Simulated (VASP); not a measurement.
# InO in VASP: notebook

Runs on InO. Level: r2SCAN. Tasks: single point.

Everything below comes from runs of VASP 6.6.1. Logs are shortened: lines on timing, memory, paths and dates and some standing lists are left out, and cuts for length are marked.

## Step 1: The cell of the first run

The cell holds a slab with vacuum, 4 atoms: a = 3.315 Å, b = 3.315 Å, c = 16.512 Å, α = 90.00°, β = 90.00°, γ = 120.00°.

## Step 2: Single point, r2SCAN (strain -0.040 along x and y, +0.040 along z)

Contents of POSCAR:

```
InO
1.0
    3.3154692493      0.0000000000      0.0000000000
   -1.6577346247      2.8712805953      0.0000000000
    0.0000000000      0.0000000000     16.5121840000
In O
2 2
Direct
    0.6666666667      0.3333333333      0.5900210000
    0.6666666667      0.3333333333      0.4099790000
    0.0000000000      0.0000000000      0.6398670000
    0.0000000000      0.0000000000      0.3601330000
```

Contents of INCAR.step1:

```
ALGO     = Normal         # electronic algorithm
EDIFF    = 1E-4           # SCF threshold, eV
ENCUT    = 520            # plane-wave cutoff, eV
GGA      = PE             # functional
ISMEAR   = 0              # smearing method
LASPH    = T              # aspherical terms in the spheres
LCHARG   = F              # write CHGCAR
LREAL    = F              # projectors in reciprocal space
LWAVE    = T              # write WAVECAR
NBANDS   = 27             # bands
NELM     = 80             # most SCF steps
PREC     = Accurate       # precision mode
SIGMA    = 0.05           # smearing width, eV
```

Contents of INCAR.step2:

```
ALGO     = Normal         # electronic algorithm
EDIFF    = 1E-6           # SCF threshold, eV
ENCUT    = 520            # plane-wave cutoff, eV
ISIF     = 2              # what is computed and relaxed
ISMEAR   = 0              # smearing method
ISTART   = 1            
LASPH    = T              # aspherical terms in the spheres
LCHARG   = F              # write CHGCAR
LMIXTAU  = T            
LREAL    = F              # projectors in reciprocal space
LWAVE    = F              # write WAVECAR
METAGGA  = R2SCAN         # meta-GGA
NBANDS   = 27             # bands
NELM     = 80             # most SCF steps
PREC     = Accurate       # precision mode
SIGMA    = 0.05           # smearing width, eV
```

Contents of KPOINTS:

```
k-points
0
Gamma
  12 12 2
```

Potentials or basis: VASP PAW PBE potentials, release 64 (In_d, O).

The run is started by

```console
cat potpaw_PBE.64/In_d/POTCAR potpaw_PBE.64/O/POTCAR > POTCAR
cp INCAR.step1 INCAR
mpirun -np 1 vasp_std > vasp.out
cp INCAR.step2 INCAR
mpirun -np 1 vasp_std > vasp.out
```

OUTCAR:

```text
EDIFF = 1E-6
   ENCUT = 520
   ISIF = 2
   ISMEAR = 0
   ISTART = 1
   LASPH = T
   LREAL = F
   METAGGA = R2SCAN
   NELM = 80
   PREC = Accurate

 ion  position               nearest neighbor table
   1  0.667  0.333  0.590-   3 2.08   3 2.08   3 2.08   2 2.97
   2  0.667  0.333  0.410-   4 2.08   4 2.08   4 2.08   1 2.97
   3  0.000  0.000  0.640-   1 2.08   1 2.08   1 2.08
   4  0.000  0.000  0.360-   2 2.08   2 2.08   2 2.08

  LATTYP: Found a hexagonal cell.
 ALAT       =     3.3154692493
 C/A-ratio  =     4.9803459958

  Lattice vectors:

 A1 = (   3.3154692493,   0.0000000000,   0.0000000000)
 A2 = (  -1.6577346247,   2.8712805953,   0.0000000000)
 A3 = (   0.0000000000,   0.0000000000,  16.5121840000)

Analysis of symmetry for initial positions (statically):
=====================================================================
 Subroutine PRICEL returns:
 Original cell was already a primitive cell.

 Routine SETGRP: Setting up the symmetry group for a
 hexagonal supercell.

 Subroutine GETGRP returns: Found 12 space group operations
 (whereof 12 operations were pure point group operations)
 out of a pool of 24 trial point group operations.

The static configuration has the point symmetry D_3h.

Analysis of symmetry for dynamics (positions and initial velocities):
=====================================================================
 Subroutine PRICEL returns:
 Original cell was already a primitive cell.

 Routine SETGRP: Setting up the symmetry group for a
 hexagonal supercell.

 Subroutine GETGRP returns: Found 12 space group operations
 (whereof 12 operations were pure point group operations)
 out of a pool of 24 trial point group operations.

The dynamic configuration has the point symmetry D_3h.

 Subroutine INISYM returns: Found 12 space group operations
 (whereof 12 operations are pure point group operations),
 and found     1 'primitive' translations

----------------------------------------------------------------------------------------

                                     Primitive cell

  volume of cell :     157.1901

  direct lattice vectors                    reciprocal lattice vectors
     3.315469249  0.000000000  0.000000000     0.301616430  0.174138327  0.000000000
    -1.657734625  2.871280595  0.000000000     0.000000000  0.348276655  0.000000000
     0.000000000  0.000000000 16.512184000     0.000000000  0.000000000  0.060561341

  length of vectors
     3.315469249  3.315469249 16.512184000     0.348276655  0.348276655  0.060561341

  position of ions in fractional coordinates (direct lattice)
     0.666666667  0.333333333  0.590021000
     0.666666667  0.333333333  0.409979000
     0.000000000  0.000000000  0.639867000
     0.000000000  0.000000000  0.360133000

  ion indices of the primitive-cell ions
   primitive index   ion index
                 1           1
                 2           2
                 3           3
                 4           4

----------------------------------------------------------------------------------------

 KPOINTS: k-points

Automatic generation of k-mesh.
 Grid dimensions read from file:
 generate k-points for:   12   12    2

 Generating k-lattice:

  Cartesian coordinates                     Fractional coordinates (reciprocal lattice)
     0.025134703  0.014511527  0.000000000     0.083333333  0.000000000  0.000000000
     0.000000000  0.029023055  0.000000000     0.000000000  0.083333333  0.000000000
     0.000000000  0.000000000  0.030280670     0.000000000  0.000000000  0.500000000

  Length of vectors
     0.029023055  0.029023055  0.030280670

  Shift w.r.t. Gamma in fractional coordinates (k-lattice)
     0.000000000  0.000000000  0.000000000

 Subroutine IBZKPT returns following result:
 ===========================================

 Found     38 irreducible k-points:

 Following reciprocal coordinates:
            Coordinates               Weight
  0.000000  0.000000  0.000000      1.000000
  0.083333 -0.000000  0.000000      6.000000
  0.166667 -0.000000  0.000000      6.000000
  0.250000  0.000000  0.000000      6.000000
  0.333333 -0.000000  0.000000      6.000000
  0.416667  0.000000  0.000000      6.000000
[... 16 lines left out ...]
  0.250000  0.000000  0.500000      6.000000
  0.333333 -0.000000  0.500000      6.000000
 [... further k-points ...]
   k-points           NKPTS =     38   k-points in BZ     NKDIM =     38   number of bands    NBANDS=     27
   number of dos      NEDOS =    301   number of ions     NIONS =      4
   total plane-waves  NPLWV =  98784
   dimension x,y,z NGX =    28 NGY =   28 NGZ =  126
   dimension x,y,z NGXF=    56 NGYF=   56 NGZF=  252
   ions per type =               2   2
   NGX,Y,Z   is equivalent  to a cutoff of  14.04, 14.04, 12.69 a.u.
   NGXF,Y,Z  is equivalent  to a cutoff of  28.08, 28.08, 25.37 a.u.
 SYSTEM =  unknown system
   PREC   = accura    normal or accurate (medium, high low for compatibility)
   ISTART =      1    job   : 0-new  1-cont  2-samecut
   ICHARG =      0    charge: 1-file 2-atom 10-const
   ISPIN  =      1    spin polarized calculation?
   LNONCOLLINEAR =      F non collinear calculations
   LSORBIT =      F    spin-orbit coupling
   LASPH  =      T    aspherical Exc in radial PAW
   ENCUT  =  520.0 eV  38.22 Ry    6.18 a.u.   6.16  6.16 30.70*2*pi/ulx,y,z
   NELM   =     80;   NELMIN=  2; NELMDL=  0     # of ELM steps
   EDIFF  = 0.1E-05   stopping-criterion for ELM
   LREAL  =      F    real-space projection
   EDIFFG = 0.1E-04   stopping-criterion for IOM
   NSW    =      0    number of steps for IOM
   IBRION =     -1    ionic relax: 0-MD 1-quasi-New 2-CG
   NFREE  =      0    steps in history (QN), initial steepest desc. (CG)
   ISIF   =      2    stress and relaxation
   ISYM   =      2    0-nonsym 1-usesym 2-fastsym
   POTIM  = 0.5000    time-step for ionic-motion
   TEBEG  =    0.0;   TEEND  =   0.0 temperature during run
   PSTRESS=    0.0 pullay stress
   NELECT =      38.0000    total number of electrons
   NUPDOWN=      -1.0000    fix difference up-down
   EMIN   =  10.00;   EMAX   =-10.00  energy-range for DOS
   EFERMI =   0.00;   METHOD = LEGACY
   ISMEAR =     0;   SIGMA  =   0.05  broadening in eV -4-tet -1-fermi 0-gaus
   EFERMI_NEDOS =   21; number of points for ismear=-14 and -15
   IALGO  =     38    algorithm
   IMIX   =      4    mixing-type and parameters
     AMIX     =   0.40;   BMIX     =  1.00
     AMIX_MAG =   1.60;   BMIX_MAG =  1.00
  volume/ion in A,a.u.               =      39.30       265.19
  Fermi-wavevector in a.u.,A,eV,Ry     =   1.019830  1.927199 14.150774  1.040053
  Thomas-Fermi vector in A             =   2.153365
   LORBIT       =      0    0 simple, 1 ext, 2 COOP (PROOUT), +10 PAW based schemes
   METAGGA = R2SCAN    functional components
   LHFCALC =     F    Hartree Fock is set to
   AEXX    =    0.0000 exact exchange contribution
   IVDW    =     0    specifies the selected vdW correction
   LEPSILON=     F    determine dielectric tensor
   LRPA    =     F    only Hartree local field effects (RPA)
 non-spin polarized calculation
 Gauss-broadening in eV      SIGMA  =   0.05
  energy-cutoff  :      520.00
  volume of cell :      157.19
 maximum number of plane-waves:      4278
 NGX is ok and might be reduce to    28
   NGX = 13   NGY = 13   NGZ = 61

 number of electron      38.0000002 magnetization

 Free energy of the ion-electron system (eV)
  ---------------------------------------------------
  ext. energy  EPLUGINS =         0.00000000
  ---------------------------------------------------
  free energy    TOTEN  =       -61.96962503 eV

  energy without entropy =      -61.96962503  energy(sigma->0) =      -61.96962503

 E-fermi :  -1.2065     XC(G=0):  -4.9970

 val. band max:       -1.4272649716   @ k =   0.3333   0.3333   0.5000
 cond. band min:      -0.9758737744   @ k =   0.0000   0.0000   0.5000
 fundamental gap:      0.4513911972
 Fermi energy:        -1.2064817429

 k-point     1 :       0.0000    0.0000    0.0000
  band No.  band energies     occupation
      1     -20.9862      2.00000
      2     -20.9719      2.00000
      3     -15.7997      2.00000
      4     -15.7997      2.00000
      5     -15.7679      2.00000
      6     -15.7679      2.00000
[... 19 lines left out ...]
     26       9.2907      0.00000
     27       9.4068      0.00000

 k-point     2 :       0.0833   -0.0000    0.0000
  band No.  band energies     occupation
      1     -20.9732      2.00000
      2     -20.9600      2.00000
      3     -15.7897      2.00000
      4     -15.7751      2.00000
      5     -15.7437      2.00000
      6     -15.7425      2.00000
[... 19 lines left out ...]
     26       8.3209      0.00000
     27       9.2190      0.00000

 k-point     3 :       0.1667   -0.0000    0.0000
  band No.  band energies     occupation
      1     -20.9404      2.00000
      2     -20.9296      2.00000
      3     -15.7530      2.00000
      4     -15.7106      2.00000
      5     -15.6736      2.00000
      6     -15.6713      2.00000
[... 19 lines left out ...]
     26       7.4071      0.00000
     27       8.8047      0.00000

 k-point     4 :       0.2500    0.0000    0.0000
  band No.  band energies     occupation
      1     -20.9011      2.00000
      2     -20.8928      2.00000
      3     -15.6993      2.00000
      4     -15.6342      2.00000
      5     -15.5834      2.00000
      6     -15.5764      2.00000
[... 19 lines left out ...]
     26       7.9385      0.00000
     27       8.1306      0.00000

 k-point     5 :       0.3333   -0.0000    0.0000
  band No.  band energies     occupation
      1     -20.8684      2.00000
      2     -20.8618      2.00000
      3     -15.6714      2.00000
      4     -15.5828      2.00000
      5     -15.5322      2.00000
      6     -15.5050      2.00000
[... 19 lines left out ...]
     26       8.0389      0.00000
     27       8.5258      0.00000

 k-point     6 :       0.4167    0.0000    0.0000
  band No.  band energies     occupation
      1     -20.8485      2.00000
      2     -20.8428      2.00000
      3     -15.6769      2.00000
      4     -15.5640      2.00000
      5     -15.5346      2.00000
      6     -15.4621      2.00000
[... 444 lines left out ...]
      1     -20.9732      2.00000
      2     -20.9600      2.00000
      3     -15.7897      2.00000
      4     -15.7751      2.00000
      5     -15.7437      2.00000
      6     -15.7424      2.00000
[... 19 lines left out ...]
     26       8.3074      0.00000
     27       8.8885      0.00000

 k-point    22 :       0.1667   -0.0000    0.5000
  band No.  band energies     occupation
      1     -20.9404      2.00000
      2     -20.9295      2.00000
      3     -15.7530      2.00000
      4     -15.7106      2.00000
      5     -15.6736      2.00000
      6     -15.6713      2.00000
[... 19 lines left out ...]
     26       8.1721      0.00000
     27       8.8047      0.00000

 k-point    23 :       0.2500    0.0000    0.5000
  band No.  band energies     occupation
      1     -20.9012      2.00000
      2     -20.8928      2.00000
      3     -15.6993      2.00000
      4     -15.6342      2.00000
      5     -15.5834      2.00000
      6     -15.5764      2.00000
[... 19 lines left out ...]
     26       7.6929      0.00000
     27       8.3760      0.00000

 k-point    24 :       0.3333   -0.0000    0.5000
  band No.  band energies     occupation
      1     -20.8684      2.00000
      2     -20.8619      2.00000
      3     -15.6714      2.00000
      4     -15.5829      2.00000
      5     -15.5322      2.00000
      6     -15.5050      2.00000
[... 19 lines left out ...]
     26       7.8984      0.00000
     27       8.0389      0.00000

 [... further k-points ...]
[... 5 lines left out ...]
  --------------------------------------------------------------------------------------
  -------------------------------------------------------------------------------------
  Total        3.6313065      3.6313065     -1.5965122     -0.0000000      0.0000000     -0.0000000
  in kB       37.0124919     37.0124919    -16.2726266     -0.0000000      0.0000000     -0.0000000
  external PRESSURE =      19.2507857 kB  Pullay stress =       0.0000000 kB

 VOLUME and BASIS-vectors are now :
 -----------------------------------------------------------------------------
  energy-cutoff  :      520.00
  volume of cell :      157.19
      direct lattice vectors                 reciprocal lattice vectors
     3.315469249  0.000000000  0.000000000     0.301616430  0.174138327  0.000000000
    -1.657734625  2.871280595  0.000000000     0.000000000  0.348276655  0.000000000
     0.000000000  0.000000000 16.512184000     0.000000000  0.000000000  0.060561341

 POSITION                                       TOTAL-FORCE (eV/Angst)
 -----------------------------------------------------------------------------------
      1.65773      0.95709      9.74254        -0.000000     -0.000000     -0.797837
      1.65773      0.95709      6.76965         0.000000     -0.000000      0.797837
      0.00000      0.00000     10.56560        -0.000000      0.000000      0.181258
      0.00000      0.00000      5.94658        -0.000000      0.000000     -0.181258
 -----------------------------------------------------------------------------------
    total drift:                               -0.000006      0.000004      0.000000

  FREE ENERGIE OF THE ION-ELECTRON SYSTEM (eV)
  ---------------------------------------------------
  free  energy   TOTEN  =       -61.9696250316 eV

  energy  without entropy=      -61.9696250316  energy(sigma->0) =      -61.96962503
```

Wall time 11 min (1 thread of Intel Xeon Platinum 8488C (Sapphire Rapids), shared host); peak memory 0.42 GiB.

Results:

```yaml
Free_energy: -61.9696 eV
Largest_force: 0.798 eV/Å
Band_gap_on_the_k_mesh: 0.45 eV (least direct gap 1.69 eV)
```

Forces in eV/Å, atoms in the order of the input:
```
In   0.000  0.000 -0.798
In   0.000  0.000  0.798
O    0.000  0.000  0.181
O    0.000  0.000 -0.181
```

Levels at points of the mesh, in eV from the valence-band top:
```csv
k point,band 15,band 16,band 17,band 18,band 19,band 20,band 21,band 22,band 23,band 24
"(0.00, 0.00, 0.00)",-2.15,-2.15,-2.12,-2.12,-1.24,0.45,3.62,6.52,6.53,8.08
"(0.50, 0.00, 0.00)",-3.25,-3.14,-3.06,-2.75,-0.45,2.37,4.64,5.34,7.86,9.19
"(0.00, 0.00, 0.50)",-2.15,-2.15,-2.12,-2.12,-1.24,0.45,3.62,6.29,7.05,7.38
"(0.50, 0.00, 0.50)",-3.25,-3.14,-3.06,-2.75,-0.45,2.37,4.64,5.34,7.86,9.19
```

Caveat: the cell differs from its parent crystal (strain -0.040 along x and y, +0.040 along z); there is no dipole correction, which matters where the two faces differ; the PAW data sets were made with another functional, which shifts forces and pressure a little; spin-orbit coupling is left out, which moves the levels of the heavy elements.

## Step 3: Single point, r2SCAN (strain +0.000 along x and y, -0.040 along z)

Contents of POSCAR:

```
InO
1.0
    3.4536138013      0.0000000000      0.0000000000
   -1.7268069007      2.9909172868      0.0000000000
    0.0000000000      0.0000000000     15.2420160000
In O
2 2
Direct
    0.6666666667      0.3333333333      0.5900210000
    0.6666666667      0.3333333333      0.4099790000
    0.0000000000      0.0000000000      0.6398670000
    0.0000000000      0.0000000000      0.3601330000
```

Contents of INCAR.step1:

```
PREC = Accurate
ENCUT = 520
ISMEAR = 0
SIGMA = 0.05
LREAL = F
LASPH = T
NELM = 60
NBANDS = 27
GGA = PE
ALGO = Normal
EDIFF = 1E-4
LWAVE = T
LCHARG = F
```

Contents of INCAR.step2:

```
PREC = Accurate
ENCUT = 520
EDIFF = 1E-6
ISMEAR = 0
SIGMA = 0.05
LREAL = F
LASPH = T
NELM = 60
ALGO = Normal
ISIF = 2
LWAVE = F
LCHARG = F
METAGGA = R2SCAN
LMIXTAU = T
NBANDS = 27
ISTART = 1
```

Contents of KPOINTS:

```
regular mesh
0
Gamma
  12 12 2
```

Potentials or basis: VASP PAW PBE potentials, release 64 (In_d, O).

The run is started by

```console
cat potpaw_PBE.64/In_d/POTCAR potpaw_PBE.64/O/POTCAR > POTCAR
cp INCAR.step1 INCAR
mpirun -np 1 vasp_std > vasp.out
cp INCAR.step2 INCAR
mpirun -np 1 vasp_std > vasp.out
```

Run time: 12 min. Hardware: 1 thread of Intel Xeon Platinum 8488C (Sapphire Rapids), shared host; peak memory 0.41 GiB.

The run converged. Its results:

- Free energy: -62.0858 eV
- Largest force: 0.550 eV/Å
- Band gap on the k mesh: 0.87 eV (least direct gap 1.53 eV)

Forces in eV/Å, atoms in the order of the input:
```
In   0.000  0.000  0.550
In   0.000  0.000 -0.550
O    0.000  0.000 -0.046
O    0.000  0.000  0.046
```

Levels at points of the mesh, in eV from the valence-band top:
```tsv
k point	band 15	band 16	band 17	band 18	band 19	band 20	band 21	band 22	band 23	band 24
(0.00, 0.00, 0.00)	-1.74	-1.74	-1.70	-1.70	-0.66	0.87	3.92	6.74	6.96	9.01
(0.50, 0.00, 0.00)	-2.70	-2.68	-2.56	-1.96	-0.19	2.70	4.99	6.32	7.57	8.77
(0.00, 0.00, 0.50)	-1.74	-1.74	-1.70	-1.70	-0.66	0.87	3.92	6.55	7.40	8.18
(0.50, 0.00, 0.50)	-2.70	-2.68	-2.56	-1.96	-0.19	2.70	4.99	6.32	7.58	8.77
```

Caveat: the cell differs from its parent crystal (strain +0.000 along x and y, -0.040 along z); there is no dipole correction, which matters where the two faces differ; the PAW data sets were made with another functional, which shifts forces and pressure a little; spin-orbit coupling is left out, which moves the levels of the heavy elements.
